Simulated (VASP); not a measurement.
# GaP (F-43m) in VASP: further runs

Aim: see how the results for GaP move with the level of theory and the settings. Levels: PBE, LDA. Tasks: single point.

All numbers are computed with VASP 6.6.1; they aren't measurements. Logs are shortened: lines on timing, memory, paths and dates and some standing lists are left out, and cuts for length are marked.

## 1. The cell of the first run

Symmetry: F-43m, No. 216, cubic system. The conventional cell has a = 5.451 Å, b = 5.451 Å, c = 5.451 Å, α = 90.00°, β = 90.00°, γ = 90.00°. Within 3.1 Å of Ga (site symmetry -43m) lie 4 P at 2.36 Å. P (site symmetry -43m) has 4 Ga at 2.36 Å within 3.1 Å.

## 2. Single point, PBE

Input file INCAR:

```
ALGO     = Normal         # electronic algorithm
EDIFF    = 1E-6           # SCF threshold, eV
ENCUT    = 520            # plane-wave cutoff, eV
GGA      = PE             # functional
ISIF     = 2              # what is computed and relaxed
ISMEAR   = 0              # smearing method
LASPH    = True           # aspherical terms in the spheres
LCHARG   = False          # write CHGCAR
LREAL    = False          # projectors in reciprocal space
LWAVE    = False          # write WAVECAR
NBANDS   = 16             # bands
NELM     = 60             # most SCF steps
PREC     = Accurate       # precision mode
SIGMA    = 0.01           # smearing width, eV
```

Input file KPOINTS:

```
k-points
0
Gamma
  4 4 4
```

Input file POSCAR:

```
GaP
1.0
    0.0000000000      2.7253992985      2.7253992985
    2.7253992985      0.0000000000      2.7253992985
    2.7253992985      2.7253992985      0.0000000000
Ga P
1 1
Direct
    0.0000000000      0.0000000000      0.0000000000
    0.2500000000      0.2500000000      0.2500000000
```

Potentials or basis: VASP PAW PBE potentials, release 64 (Ga_d, P).

Launch:

```
$ cat potpaw_PBE.64/Ga_d/POTCAR potpaw_PBE.64/P/POTCAR > POTCAR
$ mpirun -np 1 vasp_std > vasp.out
```

OUTCAR:

```text
EDIFF = 1E-6
   ENCUT = 520
   GGA = PE
   ISIF = 2
   ISMEAR = 0
   LASPH = True
   LREAL = False
   NELM = 60
   PREC = Accurate

 ion  position               nearest neighbor table
   1  0.000  0.000  0.000-   2 2.36   2 2.36   2 2.36   2 2.36
   2  0.250  0.250  0.250-   1 2.36   1 2.36   1 2.36   1 2.36

  LATTYP: Found a face centered cubic cell.
 ALAT       =     5.4507985970

  Lattice vectors:

 A1 = (   0.0000000000,   2.7253992985,   2.7253992985)
 A2 = (   2.7253992985,   0.0000000000,   2.7253992985)
 A3 = (   2.7253992985,   2.7253992985,   0.0000000000)

Analysis of symmetry for initial positions (statically):
=====================================================================
 Subroutine PRICEL returns:
 Original cell was already a primitive cell.

 Routine SETGRP: Setting up the symmetry group for a
 face centered cubic supercell.

 Subroutine GETGRP returns: Found 24 space group operations
 (whereof 24 operations were pure point group operations)
 out of a pool of 48 trial point group operations.

The static configuration has the point symmetry T_d .

Analysis of symmetry for dynamics (positions and initial velocities):
=====================================================================
 Subroutine PRICEL returns:
 Original cell was already a primitive cell.

 Routine SETGRP: Setting up the symmetry group for a
 face centered cubic supercell.

 Subroutine GETGRP returns: Found 24 space group operations
 (whereof 24 operations were pure point group operations)
 out of a pool of 48 trial point group operations.

The dynamic configuration has the point symmetry T_d .

 Subroutine INISYM returns: Found 24 space group operations
 (whereof 24 operations are pure point group operations),
 and found     1 'primitive' translations

----------------------------------------------------------------------------------------

                                     Primitive cell

  volume of cell :      40.4874

  direct lattice vectors                    reciprocal lattice vectors
     0.000000000  2.725399299  2.725399299    -0.183459356  0.183459356  0.183459356
     2.725399299  0.000000000  2.725399299     0.183459356 -0.183459356  0.183459356
     2.725399299  2.725399299  0.000000000     0.183459356  0.183459356 -0.183459356

  length of vectors
     3.854296651  3.854296651  3.854296651     0.317760926  0.317760926  0.317760926

  position of ions in fractional coordinates (direct lattice)
     0.000000000  0.000000000  0.000000000
     0.250000000  0.250000000  0.250000000

  ion indices of the primitive-cell ions
   primitive index   ion index
                 1           1
                 2           2

----------------------------------------------------------------------------------------

 KPOINTS: k-points

Automatic generation of k-mesh.
 Grid dimensions read from file:
 generate k-points for:    4    4    4

 Generating k-lattice:

  Cartesian coordinates                     Fractional coordinates (reciprocal lattice)
    -0.045864839  0.045864839  0.045864839     0.250000000  0.000000000  0.000000000
     0.045864839 -0.045864839  0.045864839     0.000000000  0.250000000  0.000000000
     0.045864839  0.045864839 -0.045864839     0.000000000  0.000000000  0.250000000

  Length of vectors
     0.079440231  0.079440231  0.079440231

  Shift w.r.t. Gamma in fractional coordinates (k-lattice)
     0.000000000  0.000000000  0.000000000

 Subroutine IBZKPT returns following result:
 ===========================================

 Found      8 irreducible k-points:

 Following reciprocal coordinates:
            Coordinates               Weight
  0.000000  0.000000  0.000000      1.000000
  0.250000  0.000000  0.000000      8.000000
  0.500000  0.000000  0.000000      4.000000
  0.250000  0.250000  0.000000      6.000000
  0.500000  0.250000  0.000000     24.000000
 -0.250000  0.250000  0.000000     12.000000
  0.500000  0.500000  0.000000      3.000000
 -0.250000  0.500000  0.250000      6.000000
   k-points           NKPTS =      8   k-points in BZ     NKDIM =      8   number of bands    NBANDS=     16
   number of dos      NEDOS =    301   number of ions     NIONS =      2
   total plane-waves  NPLWV =  27000
   dimension x,y,z NGX =    30 NGY =   30 NGZ =   30
   dimension x,y,z NGXF=    60 NGYF=   60 NGZF=   60
   ions per type =               1   1
   NGX,Y,Z   is equivalent  to a cutoff of  12.94, 12.94, 12.94 a.u.
   NGXF,Y,Z  is equivalent  to a cutoff of  25.88, 25.88, 25.88 a.u.
 SYSTEM =  unknown system
   PREC   = accura    normal or accurate (medium, high low for compatibility)
   ISTART =      0    job   : 0-new  1-cont  2-samecut
   ICHARG =      2    charge: 1-file 2-atom 10-const
   ISPIN  =      1    spin polarized calculation?
   LNONCOLLINEAR =      F non collinear calculations
   LSORBIT =      F    spin-orbit coupling
   LASPH  =      T    aspherical Exc in radial PAW
   ENCUT  =  520.0 eV  38.22 Ry    6.18 a.u.   7.17  7.17  7.17*2*pi/ulx,y,z
   NELM   =     60;   NELMIN=  2; NELMDL= -5     # of ELM steps
   EDIFF  = 0.1E-05   stopping-criterion for ELM
   LREAL  =      F    real-space projection
   EDIFFG = 0.1E-04   stopping-criterion for IOM
   NSW    =      0    number of steps for IOM
   IBRION =     -1    ionic relax: 0-MD 1-quasi-New 2-CG
   NFREE  =      0    steps in history (QN), initial steepest desc. (CG)
   ISIF   =      2    stress and relaxation
   ISYM   =      2    0-nonsym 1-usesym 2-fastsym
   POTIM  = 0.5000    time-step for ionic-motion
   TEBEG  =    0.0;   TEEND  =   0.0 temperature during run
   PSTRESS=    0.0 pullay stress
   NELECT =      18.0000    total number of electrons
   NUPDOWN=      -1.0000    fix difference up-down
   EMIN   =  10.00;   EMAX   =-10.00  energy-range for DOS
   EFERMI =   0.00;   METHOD = LEGACY
   ISMEAR =     0;   SIGMA  =   0.01  broadening in eV -4-tet -1-fermi 0-gaus
   EFERMI_NEDOS =   21; number of points for ismear=-14 and -15
   IALGO  =     38    algorithm
   IMIX   =      4    mixing-type and parameters
     AMIX     =   0.40;   BMIX     =  1.00
     AMIX_MAG =   1.60;   BMIX_MAG =  1.00
  volume/ion in A,a.u.               =      20.24       136.61
  Fermi-wavevector in a.u.,A,eV,Ry     =   1.249469  2.361154 21.241049  1.561173
  Thomas-Fermi vector in A             =   2.383508
   LORBIT       =      0    0 simple, 1 ext, 2 COOP (PROOUT), +10 PAW based schemes
   GGA     = PE    functional components
   LHFCALC =     F    Hartree Fock is set to
   AEXX    =    0.0000 exact exchange contribution
   IVDW    =     0    specifies the selected vdW correction
   LEPSILON=     F    determine dielectric tensor
   LRPA    =     F    only Hartree local field effects (RPA)
 non-spin polarized calculation
 Gauss-broadening in eV      SIGMA  =   0.01
  energy-cutoff  :      520.00
  volume of cell :       40.49
 maximum number of plane-waves:      1106
 NGX is ok and might be reduce to    30
   NGX = 15   NGY = 15   NGZ = 15

 number of electron      17.9999989 magnetization

 Free energy of the ion-electron system (eV)
  ---------------------------------------------------
  ext. energy  EPLUGINS =         0.00000000
  ---------------------------------------------------
  free energy    TOTEN  =        -8.97619842 eV

  energy without entropy =       -8.97619842  energy(sigma->0) =       -8.97619842

 E-fermi :   4.7469     XC(G=0):  -9.8100

 val. band max:        4.6970820786   @ k =   0.0000   0.0000   0.0000
 cond. band min:       6.3260629847   @ k =   0.5000   0.5000   0.0000
 fundamental gap:      1.6289809061
 Fermi energy:         4.7468650514

 k-point     1 :       0.0000    0.0000    0.0000
  band No.  band energies     occupation
      1      -9.9006      2.00000
      2      -9.9006      2.00000
      3      -9.9006      2.00000
      4      -9.8023      2.00000
      5      -9.8023      2.00000
      6      -7.8018      2.00000
      7       4.6971      2.00000
      8       4.6971      2.00000
      9       4.6971      2.00000
     10       6.5127      0.00000
     11       8.5558      0.00000
     12       8.5558      0.00000
     13       8.5558      0.00000
     14      13.4886      0.00000
     15      14.4600      0.00000
     16      14.4600      0.00000

 k-point     2 :       0.2500    0.0000    0.0000
  band No.  band energies     occupation
      1      -9.9432      2.00000
      2      -9.8860      2.00000
      3      -9.8860      2.00000
      4      -9.8010      2.00000
      5      -9.8010      2.00000
      6      -7.0255      2.00000
      7       0.8100      2.00000
      8       4.0306      2.00000
      9       4.0306      2.00000
     10       6.8345      0.00000
     11       9.4155      0.00000
     12       9.4155      0.00000
     13      11.0431      0.00000
     14      13.6543      0.00000
     15      13.6543      0.00000
     16      14.6055      0.00000

 k-point     3 :       0.5000    0.0000    0.0000
  band No.  band energies     occupation
      1      -9.9802      2.00000
      2      -9.8761      2.00000
      3      -9.8761      2.00000
      4      -9.7948      2.00000
      5      -9.7948      2.00000
      6      -5.7311      2.00000
      7      -1.9541      2.00000
      8       3.5737      2.00000
      9       3.5737      2.00000
     10       6.3508      0.00000
     11       9.3901      0.00000
     12       9.3901      0.00000
     13      12.9680      0.00000
     14      15.5873      0.00000
     15      16.3664      0.00000
     16      16.3664      0.00000

 k-point     4 :       0.2500    0.2500    0.0000
  band No.  band energies     occupation
      1      -9.9664      2.00000
      2      -9.8690      2.00000
      3      -9.8690      2.00000
      4      -9.8183      2.00000
      5      -9.7915      2.00000
      6      -6.7637      2.00000
      7       1.0141      2.00000
      8       3.0060      2.00000
      9       3.0060      2.00000
     10       6.8541      0.00000
     11       8.4027      0.00000
     12      11.4313      0.00000
     13      11.4313      0.00000
     14      12.4934      0.00000
     15      15.4121      0.00000
     16      17.3817      0.00000

 k-point     5 :       0.5000    0.2500    0.0000
  band No.  band energies     occupation
      1      -9.9915      2.00000
      2      -9.8621      2.00000
      3      -9.8542      2.00000
      4      -9.8169      2.00000
      5      -9.7897      2.00000
      6      -5.4079      2.00000
      7      -1.4498      2.00000
      8       1.4507      2.00000
      9       2.6564      2.00000
     10       7.1363      0.00000
     11       9.6125      0.00000
     12      11.2770      0.00000
     13      11.7461      0.00000
     14      15.5373      0.00000
     15      16.4613      0.00000
     16      17.8951      0.00000

 k-point     6 :      -0.2500    0.2500    0.0000
  band No.  band energies     occupation
      1      -9.9748      2.00000
      2      -9.8719      2.00000
      3      -9.8672      2.00000
      4      -9.8036      2.00000
      5      -9.8004      2.00000
      6      -5.9194      2.00000
      7      -0.7256      2.00000
      8       1.2895      2.00000
      9       3.4887      2.00000
     10       7.8442      0.00000
     11      10.3879      0.00000
     12      10.5223      0.00000
     13      10.9780      0.00000
     14      12.9969      0.00000
     15      15.7615      0.00000
     16      18.0141      0.00000

 k-point     7 :       0.5000    0.5000    0.0000
  band No.  band energies     occupation
      1     -10.0160      2.00000
      2      -9.8378      2.00000
      3      -9.8357      2.00000
      4      -9.8357      2.00000
      5      -9.7806      2.00000
      6      -4.8252      2.00000
      7      -2.0801      2.00000
      8       2.0036      2.00000
      9       2.0036      2.00000
     10       6.3261      0.00000
     11       6.4985      0.00000
     12      15.2751      0.00000
     13      15.2751      0.00000
     14      15.8989      0.00000
     15      17.0786      0.00000
     16      17.6847      0.00000

 k-point     8 :      -0.2500    0.5000    0.2500
  band No.  band energies     occupation
      1      -9.9966      2.00000
      2      -9.8625      2.00000
      3      -9.8412      2.00000
      4      -9.8173      2.00000
      5      -9.7935      2.00000
      6      -4.7325      2.00000
      7      -1.8745      2.00000
      8       1.1104      2.00000
      9       1.2622      2.00000
     10       9.3909      0.00000
     11       9.5485      0.00000
     12      10.7784      0.00000
     13      10.8390      0.00000
     14      16.2904      0.00000
     15      16.5806      0.00000
     16      18.4152      0.00000

------------------------ aborting loop because EDIFF is reached ----------------------------------------

  FORCE on cell =-STRESS in cart. coord.  units (eV):
  Direction    XX          YY          ZZ          XY          YZ          ZX
  --------------------------------------------------------------------------------------
  -------------------------------------------------------------------------------------
  Total        0.7164552      0.7164552      0.7164552      0.0000000      0.0000000     -0.0000000
  in kB       28.3517067     28.3517067     28.3517067      0.0000000      0.0000000     -0.0000000
  external PRESSURE =      28.3517067 kB  Pullay stress =       0.0000000 kB

 VOLUME and BASIS-vectors are now :
 -----------------------------------------------------------------------------
  energy-cutoff  :      520.00
  volume of cell :       40.49
      direct lattice vectors                 reciprocal lattice vectors
     0.000000000  2.725399299  2.725399299    -0.183459356  0.183459356  0.183459356
     2.725399299  0.000000000  2.725399299     0.183459356 -0.183459356  0.183459356
     2.725399299  2.725399299  0.000000000     0.183459356  0.183459356 -0.183459356

 POSITION                                       TOTAL-FORCE (eV/Angst)
 -----------------------------------------------------------------------------------
      0.00000      0.00000      0.00000        -0.000000     -0.000000     -0.000000
      1.36270      1.36270      1.36270         0.000000      0.000000      0.000000
 -----------------------------------------------------------------------------------
    total drift:                                0.000002      0.000002      0.000002

  FREE ENERGIE OF THE ION-ELECTRON SYSTEM (eV)
  ---------------------------------------------------
  free  energy   TOTEN  =        -8.9761984193 eV

  energy  without entropy=       -8.9761984193  energy(sigma->0) =       -8.97619842
```

Run time: 8 s. Hardware: 1 thread of Intel Xeon 8259CL, shared host; peak memory 0.16 GiB.

What came out:

| Property | Result |
| --- | --- |
| Free energy | -8.9762 eV |
| Pressure | 2.8 GPa |
| Band gap on the k mesh | 1.63 eV (least direct gap 1.82 eV) |

Levels at points of the mesh, in eV from the valence-band top:
```
           k point  band 7  band 8  band 9  band 10  band 11  band 12
(0.00, 0.00, 0.00)    0.00    0.00    0.00     1.82     3.86     3.86
(0.50, 0.00, 0.00)   -6.65   -1.12   -1.12     1.65     4.69     4.69
(0.50, 0.50, 0.00)   -6.78   -2.69   -2.69     1.63     1.80    10.58
```

Caveat: the k points lie up to 0.50 Å⁻¹ apart.

## 3. Single point, LDA

Input file INCAR:

```
  ALGO = Normal
  EDIFF = 1E-7
  ENCUT = 520
  GGA = CA
  ISIF = 2
  ISMEAR = 0
  LASPH = True
  LCHARG = False
  LREAL = False
  LWAVE = False
  NBANDS = 16
  NELM = 60
  PREC = Accurate
  SIGMA = 0.01
```

KPOINTS is that of step 2.

POSCAR is that of step 2.

Potentials or basis: VASP PAW LDA potentials, release 64 (Ga_d, P).

Launch:

```
$ cat potpaw_LDA.64/Ga_d/POTCAR potpaw_LDA.64/P/POTCAR > POTCAR
$ mpirun -np 1 vasp_std > vasp.out
```

It took 9.2 s on 1 thread of Intel Xeon 8259CL, shared host; peak memory 0.14 GiB.

Results (log left out):

| Property | Result |
| --- | --- |
| Free energy | -10.2890 eV |
| Pressure | -2.3 GPa |
| Band gap on the k mesh | 1.46 eV (least direct gap 1.62 eV) |

Levels at points of the mesh, in eV from the valence-band top:
```tsv
k point	band 5	band 6	band 7	band 8	band 9	band 10	band 11	band 12	band 13	band 14
(0.00, 0.00, 0.00)	-14.66	-12.52	0.00	0.00	0.00	1.62	3.76	3.76	3.76	8.45
(0.50, 0.00, 0.00)	-14.65	-10.43	-6.73	-1.14	-1.14	1.49	4.60	4.60	8.01	10.62
(0.50, 0.50, 0.00)	-14.64	-9.50	-6.87	-2.72	-2.72	1.46	1.65	10.43	10.43	10.96
```

Caveat: the k points lie up to 0.50 Å⁻¹ apart. A k mesh can miss the band edges.
